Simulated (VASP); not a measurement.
# As10Se12S3 in VASP: notebook, part 2 of 2

VASP 6.6.1. Earlier steps stand in the parts before.

## (4) Single point, PBE+D3(BJ)

Input file INCAR:

```
SYSTEM = As10Se12S3
PREC = Accurate
ENCUT = 520
EDIFF = 1E-7
ISMEAR = -1
SIGMA = 0.05
LREAL = Auto
LASPH = .True.
NELM = 80
ALGO = Normal
ISIF = 2
LWAVE = .False.
LCHARG = .True.
GGA = PE
IVDW = 12
LELF = .True.
LVHAR = .True.
ISYM = 0
NBANDS = 88
```

Input file KPOINTS:

```
Automatic mesh
0
Gamma
  1 1 1
  0.25 0.25 0.25
```

Input file POSCAR:

```
As10Se12S3
1.0
    8.8186510000      0.2405820000      0.2922810000
    0.2405820000      8.9584340000      0.2205530000
    0.2922810000      0.2205530000      8.8565100000
As S Se
10 3 12
Direct
    0.0600692675      0.6378707379      0.6763658133
    0.2641836938      0.9691007008      0.0009135719
    0.6922421086      0.6913771382      0.5409880960
    0.0955305558      0.8935020594      0.5861032928
    0.5314244308      0.4395974304      0.4616454116
    0.5791790051      0.4574904771      0.1345332511
    0.7822427047      0.5695278779      0.7848797368
    0.8822886268      0.3336665997      0.6360739872
    0.2442224277      0.2346902729      0.8508982411
    0.6007361111      0.0907718925      0.4031216851
    0.5510871723      0.8779301074      0.0883888316
    0.1464132875      0.3088059882      0.6197944891
    0.3286107719      0.6561006128      0.3044580039
    0.9294738724      0.0442641727      0.4269252619
    0.0060821767      0.9219418711      0.9398345680
    0.8246452077      0.5122786821      0.1320020272
    0.7409016743      0.1148475635      0.1704128989
    0.5433244657      0.8704870057      0.8364951952
    0.3319644149      0.6033626524      0.9254774923
    0.3472160115      0.6687634493      0.5560153573
    0.9544370271      0.5391048625      0.4449828427
    0.1788648053      0.9786095462      0.3039057083
    0.1872806766      0.4287184544      0.0616979234
    0.4906730477      0.2510753195      0.7192340071
    0.3649418235      0.2206399313      0.3138261731
```

Potentials or basis: VASP PAW PBE potentials, release 64 (As, S, Se).

Started as:

```console
> cat potpaw_PBE.64/As/POTCAR potpaw_PBE.64/S/POTCAR potpaw_PBE.64/Se/POTCAR > POTCAR
> mpirun -np 1 vasp_std > vasp.out
```

OUTCAR:

```text
SYSTEM = As10Se12S3
   PREC = Accurate
   ENCUT = 520
   EDIFF = 1E-7
   ISMEAR = -1
   LREAL = Auto
   LASPH = .True.
   NELM = 80
   ISIF = 2
   GGA = PE
   IVDW = 12
   ISYM = 0
 IVDW          = 12

 ion  position               nearest neighbor table
   1  0.060  0.638  0.676-   4 2.42  21 2.53   7 2.67  20 2.71
   2  0.264  0.969  0.001-  15 2.44   9 2.67  22 2.74  11 2.77
   3  0.692  0.691  0.541-   7 2.53  21 2.73   5 2.87
   4  0.096  0.894  0.586-  14 2.42   1 2.42  22 2.65
   5  0.531  0.440  0.462-  20 2.68  24 2.79   3 2.87   6 2.90
   6  0.579  0.457  0.135-  16 2.25   5 2.90
   7  0.782  0.570  0.785-   3 2.53   8 2.63   1 2.67
   8  0.882  0.334  0.636-  12 2.33  21 2.52   7 2.63
   9  0.244  0.235  0.851-  12 2.33  24 2.41  23 2.62   2 2.67
  10  0.601  0.091  0.403-  17 2.34  25 2.48
  11  0.551  0.878  0.088-  18 2.24   2 2.77
  12  0.146  0.309  0.620-   8 2.33   9 2.33
  13  0.329  0.656  0.304-  20 2.26
  14  0.929  0.044  0.427-   4 2.42  22 2.45
  15  0.006  0.922  0.940-   2 2.44
  16  0.825  0.512  0.132-   6 2.25
  17  0.741  0.115  0.170-  10 2.34
  18  0.543  0.870  0.836-  11 2.24
  19  0.332  0.603  0.925-  23 2.32
  20  0.347  0.669  0.556-  13 2.26   5 2.68   1 2.71
  21  0.954  0.539  0.445-   8 2.52   1 2.53   3 2.73
  22  0.179  0.979  0.304-  14 2.45   4 2.65   2 2.74
  23  0.187  0.429  0.062-  19 2.32   9 2.62
  24  0.491  0.251  0.719-   9 2.41   5 2.79
  25  0.365  0.221  0.314-  10 2.48

IMPORTANT INFORMATION: All symmetrisations will be switched off!
NOSYMM: (Re-)initialisation of all symmetry stuff for point group C_1.

----------------------------------------------------------------------------------------

                                     Primitive cell

  volume of cell :     698.0000

  direct lattice vectors                    reciprocal lattice vectors
     8.818651000  0.240582000  0.292281000     0.113598598 -0.002960249 -0.003675242
     0.240582000  8.958434000  0.220553000    -0.002960249  0.111772274 -0.002685763
     0.292281000  0.220553000  8.856510000    -0.003675242 -0.002685763  0.113099467

  length of vectors
     8.826772533  8.964377449  8.864075879     0.113696578  0.111843719  0.113191033

  position of ions in fractional coordinates (direct lattice)
     0.060069267  0.637870738  0.676365813
     0.264183694  0.969100701  0.000913572
     0.692242109  0.691377138  0.540988096
     0.095530556  0.893502059  0.586103293
     0.531424431  0.439597430  0.461645412
     0.579179005  0.457490477  0.134533251
[... 17 lines left out ...]
     0.490673048  0.251075320  0.719234007
     0.364941823  0.220639931  0.313826173

  ion indices of the primitive-cell ions
   primitive index   ion index
                 1           1
                 2           2
                 3           3
                 4           4
                 5           5
                 6           6
[... 17 lines left out ...]
                24          24
                25          25

----------------------------------------------------------------------------------------

 KPOINTS: Automatic mesh

Automatic generation of k-mesh.
 Grid dimensions read from file:
 generate k-points for:    1    1    1

 Generating k-lattice:

  Cartesian coordinates                     Fractional coordinates (reciprocal lattice)
     0.113598598 -0.002960249 -0.003675242     1.000000000 -0.000000000 -0.000000000
    -0.002960249  0.111772274 -0.002685763    -0.000000000  1.000000000 -0.000000000
    -0.003675242 -0.002685763  0.113099467     0.000000000  0.000000000  1.000000000

  Length of vectors
     0.113696578  0.111843719  0.113191033

  Shift w.r.t. Gamma in fractional coordinates (k-lattice)
     0.250000000  0.250000000  0.250000000

 Subroutine IBZKPT returns following result:
 ===========================================

 Found      1 irreducible k-points:

 Following reciprocal coordinates:
            Coordinates               Weight
  0.250000  0.250000  0.250000      2.000000
   k-points           NKPTS =      1   k-points in BZ     NKDIM =      1   number of bands    NBANDS=     88
   number of dos      NEDOS =    301   number of ions     NIONS =     25
   total plane-waves  NPLWV = 343000
   dimension x,y,z NGX =    70 NGY =   70 NGZ =   70
   dimension x,y,z NGXF=   140 NGYF=  140 NGZF=  140
   ions per type =              10   3  12
   NGX,Y,Z   is equivalent  to a cutoff of  13.18, 12.98, 13.13 a.u.
   NGXF,Y,Z  is equivalent  to a cutoff of  26.37, 25.96, 26.26 a.u.
 SYSTEM =  As10Se12S3
   PREC   = accura    normal or accurate (medium, high low for compatibility)
   ISTART =      0    job   : 0-new  1-cont  2-samecut
   ICHARG =      2    charge: 1-file 2-atom 10-const
   ISPIN  =      1    spin polarized calculation?
   LNONCOLLINEAR =      F non collinear calculations
   LSORBIT =      F    spin-orbit coupling
   LASPH  =      T    aspherical Exc in radial PAW
   ENCUT  =  520.0 eV  38.22 Ry    6.18 a.u.  16.41 16.67 16.48*2*pi/ulx,y,z
   NELM   =     80;   NELMIN=  2; NELMDL= -5     # of ELM steps
   EDIFF  = 0.1E-06   stopping-criterion for ELM
   LREAL  =      T    real-space projection
   EDIFFG = 0.1E-05   stopping-criterion for IOM
   NSW    =      0    number of steps for IOM
   IBRION =     -1    ionic relax: 0-MD 1-quasi-New 2-CG
   NFREE  =      0    steps in history (QN), initial steepest desc. (CG)
   ISIF   =      2    stress and relaxation
   ISYM   =      0    0-nonsym 1-usesym 2-fastsym
   POTIM  = 0.5000    time-step for ionic-motion
   TEBEG  =    0.0;   TEEND  =   0.0 temperature during run
   PSTRESS=    0.0 pullay stress
   NELECT =     140.0000    total number of electrons
   NUPDOWN=      -1.0000    fix difference up-down
   EMIN   =  10.00;   EMAX   =-10.00  energy-range for DOS
   EFERMI =   0.00;   METHOD = LEGACY
   ISMEAR =    -1;   SIGMA  =   0.05  broadening in eV -4-tet -1-fermi 0-gaus
   EFERMI_NEDOS =   21; number of points for ismear=-14 and -15
   IALGO  =     38    algorithm
   IMIX   =      4    mixing-type and parameters
     AMIX     =   0.40;   BMIX     =  1.00
     AMIX_MAG =   1.60;   BMIX_MAG =  1.00
  volume/ion in A,a.u.               =      27.92       188.41
  Fermi-wavevector in a.u.,A,eV,Ry     =   0.958295  1.810914 12.494618  0.918329
  Thomas-Fermi vector in A             =   2.087389
   LORBIT       =      0    0 simple, 1 ext, 2 COOP (PROOUT), +10 PAW based schemes
   GGA     = PE    functional components
   LHFCALC =     F    Hartree Fock is set to
   AEXX    =    0.0000 exact exchange contribution
   IVDW    =    12    specifies the selected vdW correction
   LEPSILON=     F    determine dielectric tensor
   LRPA    =     F    only Hartree local field effects (RPA)
 non-spin polarized calculation
  energy-cutoff  :      520.00
  volume of cell :      698.00
 maximum number of plane-waves:     18812
 NGX is ok and might be reduce to    70
   NGX = 33   NGY = 33   NGZ = 33

 number of electron     140.0000001 magnetization

 Free energy of the ion-electron system (eV)
  ---------------------------------------------------
  ext. energy  EPLUGINS =         0.00000000
  ---------------------------------------------------
  free energy    TOTEN  =       -94.23121885 eV

  energy without entropy =      -94.18921002  energy(sigma->0) =      -94.21021443

 E-fermi :   2.5554     XC(G=0):  -8.5981

 val. band max:        2.4093001344   @ k =   0.2500   0.2500   0.2500
 cond. band min:       2.7021545273   @ k =   0.2500   0.2500   0.2500
 fundamental gap:      0.2928543929
 Fermi energy:         2.5554240956

 k-point     1 :       0.2500    0.2500    0.2500
  band No.  band energies     occupation
      1     -12.8051      2.00000
      2     -12.4446      2.00000
      3     -12.2281      2.00000
      4     -12.0969      2.00000
      5     -11.7886      2.00000
      6     -11.4110      2.00000
[... 74 lines left out ...]
     81       4.2128      0.00000
     82       4.3759      0.00000
 [bands above 82 left out]

------------------------ aborting loop because EDIFF is reached ----------------------------------------

 Edisp (eV)   -7.42797

 E8    (eV) :    -3.0312

  FORCE on cell =-STRESS in cart. coord.  units (eV):
  Direction    XX          YY          ZZ          XY          YZ          ZX
  --------------------------------------------------------------------------------------
  -------------------------------------------------------------------------------------
  Total      -9.26182    -8.76873   -12.00104    -0.07664    -1.74511     2.68402
  in kB     -21.25942   -20.12760   -27.54697    -0.17592    -4.00570     6.16085
  external pressure =      -22.98 kB  Pullay stress =        0.00 kB

 VOLUME and BASIS-vectors are now :
 -----------------------------------------------------------------------------
  energy-cutoff  :      520.00
  volume of cell :      698.00
      direct lattice vectors                 reciprocal lattice vectors
     8.818651000  0.240582000  0.292281000     0.113598598 -0.002960249 -0.003675242
     0.240582000  8.958434000  0.220553000    -0.002960249  0.111772274 -0.002685763
     0.292281000  0.220553000  8.856510000    -0.003675242 -0.002685763  0.113099467

 POSITION                                       TOTAL-FORCE (eV/Angst)
 -----------------------------------------------------------------------------------
      0.88088      5.87795      6.14848        -0.774513     -0.315328      0.244253
      2.56316      8.74538      0.29904        -0.355007     -0.760285     -0.883150
      6.42909      6.47951      5.14608         0.126653     -1.051287     -0.128179
      1.22872      8.15663      5.41582         0.715068      0.933943      1.521412
      4.92714      4.16777      4.34085        -0.052071     -0.184994      0.349926
      5.25696      4.26741      1.46168        -0.482407     -0.039470      0.171295
[... 17 lines left out ...]
      4.59770      2.52592      6.56869         0.255132      0.104348      0.110159
      3.36310      2.13360      2.93473         0.434398     -0.421136     -0.083378
 -----------------------------------------------------------------------------------
    total drift:                               -0.035291      0.010030     -0.004994

  FREE ENERGIE OF THE ION-ELECTRON SYSTEM (eV)
  ---------------------------------------------------
  free  energy   TOTEN  =      -101.6591933639 eV

  energy  without entropy=     -101.6171845327  energy(sigma->0) =     -101.63818895
```

Wall time 1.8 min (1 thread of Intel Xeon 6975P-C (Granite Rapids), shared host); peak memory 0.67 GiB.

What came out:

```
Free energy                : -101.6592 eV
Pressure                   : -2.3 GPa
Largest force              : 1.923 eV/Å
Band gap on the k mesh     : 0.29 eV
Dispersion energy per atom : -0.297 eV
```

Forces on the atoms (eV/Å):
```
As  -0.775 -0.315  0.244
As  -0.355 -0.760 -0.883
As   0.127 -1.051 -0.128
As   0.715  0.934  1.521
As  -0.052 -0.185  0.350
As  -0.482 -0.039  0.171
As  -0.231  0.068 -0.107
As  -0.220  0.267 -0.339
As   0.096  0.295 -0.210
As  -0.444  0.391 -0.025
S    0.738  0.443 -0.686
S   -0.154 -0.273  1.013
S    0.441  0.314  0.046
Se  -0.280  0.190 -0.276
Se   0.519 -0.012 -0.462
Se   0.008 -0.051  0.084
Se  -0.737 -0.321 -0.456
Se  -0.400  0.250  0.897
Se   0.515  0.435  0.453
Se   0.469 -0.274 -0.551
Se  -0.369  0.038  0.100
Se   0.208  0.208 -0.153
Se  -0.026 -0.233 -0.631
Se   0.255  0.104  0.110
Se   0.434 -0.421 -0.083
```

Stress tensor (GPa, compression positive):
```
-2.13 -0.02  0.62
-0.02 -2.01 -0.40
 0.62 -0.40 -2.75
```

Levels at points of the mesh, in eV from the valence-band top:
```
           k point  band 67  band 68  band 69  band 70  band 71  band 72  band 73  band 74
(0.25, 0.25, 0.25)    -0.51    -0.31    -0.21     0.00     0.29     0.47     0.65     0.73
```

Caveat: the k points lie up to 0.71 Å⁻¹ apart.
